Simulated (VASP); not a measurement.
# Al (I4/mmm) in VASP: notebook

The runs below take Al through single point, with PBE+D3(BJ).

All numbers are computed with VASP 6.6.1; they aren't measurements. Logs are shortened: lines on timing, memory, paths and dates and some standing lists are left out, and cuts for length are marked.

### Step 1. The cell of the first run

The structure is tetragonal, space group I4/mmm (No. 139). The conventional cell has a = 2.816 Å, b = 2.816 Å, c = 3.883 Å, α = 90.00°, β = 90.00°, γ = 90.00°. Al (site symmetry 4/mmm) has 12 Al at 2.78 to 2.82 Å within 3.7 Å.

### Step 2. Single point, PBE+D3(BJ) (strain -0.0250 x Voigt [0, 0, 1, 0, 0, 0])

INCAR reads:

```
  ALGO = Fast
  EDIFF = 1E-6
  ENCUT = 520
  GGA = PE
  ISIF = 2
  ISMEAR = 0
  IVDW = 12
  LASPH = T
  LCHARG = T
  LELF = T
  LREAL = F
  LVHAR = T
  LWAVE = F
  NBANDS = 8
  NELM = 100
  PREC = Accurate
  SIGMA = 0.15
```

KPOINTS reads:

```
k-points
0
Gamma
  26 26 26
```

POSCAR reads:

```
Al
1.0
    0.0000000000      1.9913628292      1.9415787585
    1.9913628292      0.0000000000      1.9415787585
    1.9913628292      1.9913628292      0.0000000000
Al
1
Direct
    0.0000000000      0.0000000000      0.0000000000
```

Potentials or basis: VASP PAW PBE potentials, release 64 (Al).

Started as:

```console
cat potpaw_PBE.64/Al/POTCAR > POTCAR
mpirun -np 1 vasp_std > vasp.out
```

OUTCAR:

```text
EDIFF = 1E-6
   ENCUT = 520
   GGA = PE
   ISIF = 2
   ISMEAR = 0
   IVDW = 12
   LASPH = T
   LREAL = F
   NELM = 100
   PREC = Accurate
 IVDW          = 12

 ion  position               nearest neighbor table
   1  0.000  0.000  0.000-

  LATTYP: Found a body centered tetragonal cell.
 ALAT       =     2.8162123207
 C/A-ratio  =     1.3788582233

  Lattice vectors:

 A1 = (   0.0000000000,  -1.9913628292,  -1.9415787585)
 A2 = (   0.0000000000,   1.9913628292,  -1.9415787585)
 A3 = (   1.9913628292,   0.0000000000,   1.9415787585)

Analysis of symmetry for initial positions (statically):
=====================================================================
 Subroutine PRICEL returns:
 Original cell was already a primitive cell.

 Routine SETGRP: Setting up the symmetry group for a
 body centered tetragonal supercell.

 Subroutine GETGRP returns: Found 16 space group operations
 (whereof 16 operations were pure point group operations)
 out of a pool of 16 trial point group operations.

The static configuration has the point symmetry D_4h.

Analysis of symmetry for dynamics (positions and initial velocities):
=====================================================================
 Subroutine PRICEL returns:
 Original cell was already a primitive cell.

 Routine SETGRP: Setting up the symmetry group for a
 body centered tetragonal supercell.

 Subroutine GETGRP returns: Found 16 space group operations
 (whereof 16 operations were pure point group operations)
 out of a pool of 16 trial point group operations.

The dynamic configuration has the point symmetry D_4h.

 Subroutine INISYM returns: Found 16 space group operations
 (whereof 16 operations are pure point group operations),
 and found     1 'primitive' translations

----------------------------------------------------------------------------------------

                                     Primitive cell

  volume of cell :      15.3988

  direct lattice vectors                    reciprocal lattice vectors
     0.000000000  1.991362829  1.941578758    -0.251084329  0.251084329  0.257522389
     1.991362829  0.000000000  1.941578758     0.251084329 -0.251084329  0.257522389
     1.991362829  1.991362829  0.000000000     0.251084329  0.251084329 -0.257522389

  length of vectors
     2.781232459  2.781232459  2.816212321     0.438639330  0.438639330  0.438639330

  position of ions in fractional coordinates (direct lattice)
     0.000000000  0.000000000  0.000000000

  ion indices of the primitive-cell ions
[... 79 lines left out ...]
   NFREE  =      0    steps in history (QN), initial steepest desc. (CG)
   ISIF   =      2    stress and relaxation
   ISYM   =      2    0-nonsym 1-usesym 2-fastsym
   POTIM  = 0.5000    time-step for ionic-motion
   TEBEG  =    0.0;   TEEND  =   0.0 temperature during run
   PSTRESS=    0.0 pullay stress
   NELECT =       3.0000    total number of electrons
   NUPDOWN=      -1.0000    fix difference up-down
   EMIN   =  10.00;   EMAX   =-10.00  energy-range for DOS
   EFERMI =   0.00;   METHOD = LEGACY
   ISMEAR =     0;   SIGMA  =   0.15  broadening in eV -4-tet -1-fermi 0-gaus
   EFERMI_NEDOS =   21; number of points for ismear=-14 and -15
   IALGO  =     68    algorithm
   IMIX   =      4    mixing-type and parameters
     AMIX     =   0.40;   BMIX     =  1.00
     AMIX_MAG =   1.60;   BMIX_MAG =  1.00
  volume/ion in A,a.u.               =      15.40       103.92
  Fermi-wavevector in a.u.,A,eV,Ry     =   0.949045  1.793434 12.254574  0.900686
  Thomas-Fermi vector in A             =   2.077290
   LORBIT       =      0    0 simple, 1 ext, 2 COOP (PROOUT), +10 PAW based schemes
   GGA     = PE    functional components
   LHFCALC =     F    Hartree Fock is set to
   AEXX    =    0.0000 exact exchange contribution
   IVDW    =    12    specifies the selected vdW correction
   LEPSILON=     F    determine dielectric tensor
   LRPA    =     F    only Hartree local field effects (RPA)
 non-spin polarized calculation
 RMM-DIIS sequential band-by-band and
 Gauss-broadening in eV      SIGMA  =   0.15
  energy-cutoff  :      520.00
  volume of cell :       15.40
 maximum number of plane-waves:       432
 NGX is ok and might be reduce to    24
   NGX = 11   NGY = 11   NGZ = 11

 number of electron       3.0000000 magnetization

 Free energy of the ion-electron system (eV)
  ---------------------------------------------------
  ext. energy  EPLUGINS =         0.00000000
  ---------------------------------------------------
  free energy    TOTEN  =        -3.72771126 eV

  energy without entropy =       -3.72370416  energy(sigma->0) =       -3.72570771

 E-fermi :   8.7475     XC(G=0): -10.4490

 val. band max:        8.7457021822   @ k =  -0.3462   0.4231   0.0769
 cond. band min:       8.7688763495   @ k =  -0.2692   0.3846   0.3077
 fundamental gap:      0.0231741672
 Fermi energy:         8.7474656441

 k-point     1 :       0.0000    0.0000    0.0000
  band No.  band energies     occupation
      1      -2.8804      2.00000
      2      21.6636      0.00000
      3      21.6636      0.00000
      4      21.9470      0.00000
      5      23.7267      0.00000
      6      23.8154      0.00000
      7      23.8154      0.00000
      8      25.7263      0.00000
[... 243 lines left out ...]
 k-point    24 :       0.3846    0.0385    0.0000
  band No.  band energies     occupation
      1       1.0530      2.00000
      2       7.9572      2.00000
      3      19.0049      0.00000
      4      20.4066      0.00000
      5      21.6228      0.00000
      6      22.6382      0.00000
      7      24.5707      0.00000
      8      26.3880      0.00000

 [... further k-points ...]

------------------------ aborting loop because EDIFF is reached ----------------------------------------

 Edisp (eV)   -0.36139

 E8    (eV) :    -0.1618

  FORCE on cell =-STRESS in cart. coord.  units (eV):
  Direction    XX          YY          ZZ          XY          YZ          ZX
  --------------------------------------------------------------------------------------
  -------------------------------------------------------------------------------------
  Total       0.16039     0.16039     0.36045     0.00000    -0.00000     0.00000
  in kB      16.68765    16.68765    37.50320     0.00000    -0.00000     0.00000
  external pressure =       23.63 kB  Pullay stress =        0.00 kB

 VOLUME and BASIS-vectors are now :
 -----------------------------------------------------------------------------
  energy-cutoff  :      520.00
  volume of cell :       15.40
      direct lattice vectors                 reciprocal lattice vectors
     0.000000000  1.991362829  1.941578758    -0.251084329  0.251084329  0.257522389
     1.991362829  0.000000000  1.941578758     0.251084329 -0.251084329  0.257522389
     1.991362829  1.991362829  0.000000000     0.251084329  0.251084329 -0.257522389

 POSITION                                       TOTAL-FORCE (eV/Angst)
 -----------------------------------------------------------------------------------
      0.00000      0.00000      0.00000         0.000000     -0.000000      0.000000
 -----------------------------------------------------------------------------------
    total drift:                                0.000000     -0.000000      0.000000

  FREE ENERGIE OF THE ION-ELECTRON SYSTEM (eV)
  ---------------------------------------------------
  free  energy   TOTEN  =        -4.0890986028 eV

  energy  without entropy=       -4.0850915049  energy(sigma->0) =       -4.08709505
```

Wall time 53 s (1 thread of Intel Xeon Platinum 8559C (Emerald Rapids), shared host); peak memory 0.26 GiB.

Results:

```yaml
Free_energy: -4.0891 eV
Pressure: 2.4 GPa
Dispersion_energy_per_atom: -0.361 eV
```

Stress tensor (GPa, compression positive):
```
1.67 0.00 0.00
0.00 1.67 0.00
0.00 0.00 3.75
```

Caveat: the cell differs from its parent crystal (strain -0.0250 x Voigt [0, 0, 1, 0, 0, 0]); pairwise dispersion overbinds metals, which lowers pressure and volume.

### Step 3. Single point, PBE+D3(BJ) (strain +0.0250 x Voigt [0, 0, 1, 0, 0, 0])

INCAR reads:

```
SYSTEM = Al
ALGO = Fast
EDIFF = 1E-7
ENCUT = 520
GGA = PE
ISIF = 2
ISMEAR = 0
IVDW = 12
LASPH = .TRUE.
LCHARG = .FALSE.
LREAL = .FALSE.
LWAVE = .FALSE.
NBANDS = 8
NELM = 100
PREC = Accurate
SIGMA = 0.15
```

KPOINTS reads:

```
k-points
0
G
  26 26 26
  0 0 0
```

POSCAR reads:

```
Al
1.0
    0.0000000000      1.9913628292      2.0411468999
    1.9913628292      0.0000000000      2.0411468999
    1.9913628292      1.9913628292      0.0000000000
Al
1
Direct
    0.0000000000      0.0000000000      0.0000000000
```

Potentials or basis: VASP PAW PBE potentials, release 64 (Al).

Started as:

```console
cat potpaw_PBE.64/Al/POTCAR > POTCAR
mpirun -np 1 vasp_std > vasp.out
```

Run time: 68 s. Hardware: 1 thread of Intel Xeon Platinum 8559C (Emerald Rapids), shared host; peak memory 0.26 GiB.

The run converged. Its results:

```yaml
Free_energy: -4.0896 eV
Pressure: -2.0 GPa
Dispersion_energy_per_atom: -0.343 eV
```

Stress tensor (GPa, compression positive):
```
-1.42  0.00  0.00
 0.00 -1.42  0.00
 0.00  0.00 -3.20
```

Levels at points of the mesh, in eV from the Fermi level:
| k point | band 1 | band 2 | band 3 | band 4 |
| --- | --- | --- | --- | --- |
| (0.00, 0.00, 0.00) | -11.28 | 12.54 | 12.81 | 12.81 |
| (0.50, 0.00, 0.00) | -4.68 | -4.41 | 11.24 | 11.26 |
| (0.50, 0.50, 0.00) | -3.22 | -1.95 | 5.45 | 5.98 |
| (0.50, 0.00, 0.50) | -2.86 | -1.44 | 5.16 | 5.44 |

Caveat: the cell differs from its parent crystal (strain +0.0250 x Voigt [0, 0, 1, 0, 0, 0]); pairwise dispersion overbinds metals, which lowers pressure and volume.

### Step 4. Single point, PBE+D3(BJ) (strain +0.0500 x Voigt [0, 0, 1, 0, 0, 0])

INCAR reads:

```
ALGO = Fast
EDIFF = 1E-6
ENCUT = 520
GGA = PE
ISIF = 2
ISMEAR = 0
IVDW = 12
LASPH = True
LCHARG = False
LREAL = False
LWAVE = False
NBANDS = 8
NELM = 60
PREC = Accurate
SIGMA = 0.15
```

KPOINTS reads:

```
k-points
0
Gamma
  26 26 26
```

POSCAR reads:

```
Al
1.0
    0.0000000000      1.9913628292      2.0909309707
    1.9913628292      0.0000000000      2.0909309707
    1.9913628292      1.9913628292      0.0000000000
Al
1
Direct
    0.0000000000      0.0000000000      0.0000000000
```

Started as:

```console
cat potpaw_PBE.64/Al/POTCAR > POTCAR
mpirun -np 1 vasp_std > vasp.out
```

Run time: 49 s. Hardware: 1 thread of Intel Xeon Platinum 8559C (Emerald Rapids), shared host; peak memory 0.27 GiB.

The run converged. Its results:

* Free energy: -4.0785 eV
* Pressure: -3.7 GPa
* Dispersion energy per atom: -0.335 eV

Stress tensor (GPa, compression positive):
```
-2.67  0.00  0.00
 0.00 -2.67  0.00
 0.00  0.00 -5.62
```

Levels at points of the mesh, in eV from the Fermi level:
| k point | band 1 | band 2 | band 3 | band 4 |
| --- | --- | --- | --- | --- |
| (0.00, 0.00, 0.00) | -11.11 | 12.25 | 12.79 | 12.79 |
| (0.50, 0.00, 0.00) | -4.58 | -4.37 | 10.63 | 10.82 |
| (0.50, 0.50, 0.00) | -3.36 | -2.27 | 5.63 | 6.17 |
| (0.50, 0.00, 0.50) | -2.68 | -1.27 | 5.09 | 5.12 |

Caveat: the cell differs from its parent crystal (strain +0.0500 x Voigt [0, 0, 1, 0, 0, 0]); pairwise dispersion overbinds metals, which lowers pressure and volume.

### Step 5. Single point, PBE+D3(BJ) (strain +0.0750 x Voigt [0, 0, 1, 0, 0, 0])

INCAR reads:

```
SYSTEM = Al
PREC = Accurate
ENCUT = 520
EDIFF = 1E-7
ISMEAR = 0
SIGMA = 0.15
LREAL = .False.
LASPH = .True.
NELM = 100
ALGO = Fast
ISIF = 2
LWAVE = .False.
LCHARG = .False.
GGA = PE
IVDW = 12
NBANDS = 8
```

KPOINTS reads:

```
Automatic mesh
0
Gamma
  26 26 26
  0 0 0
```

POSCAR reads:

```
Al
1.0
    0.0000000000      1.9913628292      2.1407150414
    1.9913628292      0.0000000000      2.1407150414
    1.9913628292      1.9913628292      0.0000000000
Al
1
Direct
    0.0000000000      0.0000000000      0.0000000000
```

Started as:

```console
cat potpaw_PBE.64/Al/POTCAR > POTCAR
mpirun -np 1 vasp_std > vasp.out
```

It took 60 s on 1 thread of Intel Xeon Platinum 8559C (Emerald Rapids), shared host; peak memory 0.27 GiB.

It converged, with:

| Item | Value |
| --- | --- |
| Free energy | -4.0623 eV |
| Pressure | -5.0 GPa |
| Dispersion energy per atom | -0.326 eV |

Stress tensor (GPa, compression positive):
```
-3.80  0.00  0.00
 0.00 -3.80  0.00
 0.00  0.00 -7.46
```

Levels at points of the mesh, in eV from the Fermi level:
```csv
k point,band 1,band 2,band 3,band 4,band 5
"(0.00, 0.00, 0.00)",-10.94,11.99,12.79,12.79,13.70
"(0.50, 0.00, 0.00)",-4.48,-4.33,10.02,10.39,12.01
"(0.50, 0.50, 0.00)",-3.48,-2.57,5.80,6.35,6.35
"(0.50, 0.00, 0.50)",-2.51,-1.10,4.81,5.04,5.34
```

Caveat: the cell differs from its parent crystal (strain +0.0750 x Voigt [0, 0, 1, 0, 0, 0]); pairwise dispersion overbinds metals, which lowers pressure and volume.

### Step 6. Single point, PBE+D3(BJ) (strain +0.0875 x Voigt [0, 0, 1, 0, 0, 0])

INCAR reads:

```
SYSTEM = Al
ALGO = Fast ; EDIFF = 1E-7
ENCUT = 520 ; GGA = PE
ISIF = 2 ; ISMEAR = 0
IVDW = 12 ; LASPH = .TRUE.
LCHARG = .FALSE. ; LREAL = .FALSE.
LWAVE = .FALSE. ; NBANDS = 8
NELM = 100 ; PREC = Accurate
SIGMA = 0.15
```

KPOINTS reads:

```
k-points
0
G
  26 26 26
  0 0 0
```

POSCAR reads:

```
Al
1.0
    0.0000000000      1.9913628292      2.1656070768
    1.9913628292      0.0000000000      2.1656070768
    1.9913628292      1.9913628292      0.0000000000
Al
1
Direct
    0.0000000000      0.0000000000      0.0000000000
```

Potentials or basis: VASP PAW PBE potentials, release 64 (Al).

Started as:

```console
cat potpaw_PBE.64/Al/POTCAR > POTCAR
mpirun -np 1 vasp_std > vasp.out
```

OUTCAR:

```text
SYSTEM = Al
   EDIFF = 1E-7
   ENCUT = 520
   GGA = PE
   ISIF = 2
   ISMEAR = 0
   IVDW = 12
   LASPH = .TRUE.
   LREAL = .FALSE.
   NELM = 100
   PREC = Accurate
 IVDW          = 12

 ion  position               nearest neighbor table
   1  0.000  0.000  0.000-

  LATTYP: Found a body centered tetragonal cell.
 ALAT       =     2.8162123207
 C/A-ratio  =     1.5379572491

  Lattice vectors:

 A1 = (  -1.9913628292,   0.0000000000,   2.1656070768)
 A2 = (   1.9913628292,   0.0000000000,   2.1656070768)
 A3 = (   0.0000000000,   1.9913628292,  -2.1656070768)
[... 447 lines left out ...]

------------------------ aborting loop because EDIFF is reached ----------------------------------------

 Edisp (eV)   -0.32256

 E8    (eV) :    -0.1441

  FORCE on cell =-STRESS in cart. coord.  units (eV):
  Direction    XX          YY          ZZ          XY          YZ          ZX
  --------------------------------------------------------------------------------------
  -------------------------------------------------------------------------------------
  Total      -0.46381    -0.46381    -0.87236     0.00000     0.00000    -0.00000
  in kB     -43.26541   -43.26541   -81.37550     0.00000     0.00000    -0.00000
  external pressure =      -55.97 kB  Pullay stress =        0.00 kB

 VOLUME and BASIS-vectors are now :
 -----------------------------------------------------------------------------
  energy-cutoff  :      520.00
  volume of cell :       17.18
      direct lattice vectors                 reciprocal lattice vectors
     0.000000000  1.991362829  2.165607077    -0.251084329  0.251084329  0.230882142
     1.991362829  0.000000000  2.165607077     0.251084329 -0.251084329  0.230882142
     1.991362829  1.991362829  0.000000000     0.251084329  0.251084329 -0.230882142

 POSITION                                       TOTAL-FORCE (eV/Angst)
 -----------------------------------------------------------------------------------
      0.00000      0.00000      0.00000         0.000000      0.000000      0.000000
 -----------------------------------------------------------------------------------
    total drift:                               -0.000000      0.000000      0.000000

  FREE ENERGIE OF THE ION-ELECTRON SYSTEM (eV)
  ---------------------------------------------------
  free  energy   TOTEN  =        -4.0526904062 eV

  energy  without entropy=       -4.0479321027  energy(sigma->0) =       -4.05031125
```

It took 61 s on 1 thread of Intel Xeon Platinum 8559C (Emerald Rapids), shared host; peak memory 0.27 GiB.

What came out:

```yaml
Free_energy: -4.0527 eV
Pressure: -5.6 GPa
Dispersion_energy_per_atom: -0.323 eV
```

Caveat: the cell differs from its parent crystal (strain +0.0875 x Voigt [0, 0, 1, 0, 0, 0]); pairwise dispersion overbinds metals, which lowers pressure and volume.

### Step 7. Summary

```tsv
cell	further INCAR settings	gap on the mesh (eV)	pressure (GPa)
a = 2.781, b = 2.781, c = 2.816 Å, angles 59.6, 59.6, 60.8°, 1 atom	ALGO = Fast; EDIFF = 1e-06; NBANDS = 8	none	2.4
a = 2.852, b = 2.852, c = 2.816 Å, angles 60.4, 60.4, 59.2°, 1 atom	ALGO = Fast; EDIFF = 1e-07; NBANDS = 8	none	-2.0
a = 2.887, b = 2.887, c = 2.816 Å, angles 60.8, 60.8, 58.4°, 1 atom	ALGO = Fast; EDIFF = 1e-06; NBANDS = 8	none	-3.7
a = 2.924, b = 2.924, c = 2.816 Å, angles 61.2, 61.2, 57.6°, 1 atom	ALGO = Fast; EDIFF = 1e-07; NBANDS = 8	none	-5.0
a = 2.942, b = 2.942, c = 2.816 Å, angles 61.4, 61.4, 57.2°, 1 atom	ALGO = Fast; EDIFF = 1e-07; NBANDS = 8	none	-5.6
```

Alike in all rows: task single point; level PBE+D3(BJ); potentials or basis VASP PAW PBE potentials, release 64 (Al); no spin polarisation; k mesh 26 × 26 × 26; cutoff (eV) 520; smearing gaussian 0.15 eV.

Caveats: pairwise dispersion overbinds metals, which lowers pressure and volume.

Total energies depend on the potentials used, so only differences within one code and one set of settings carry meaning.
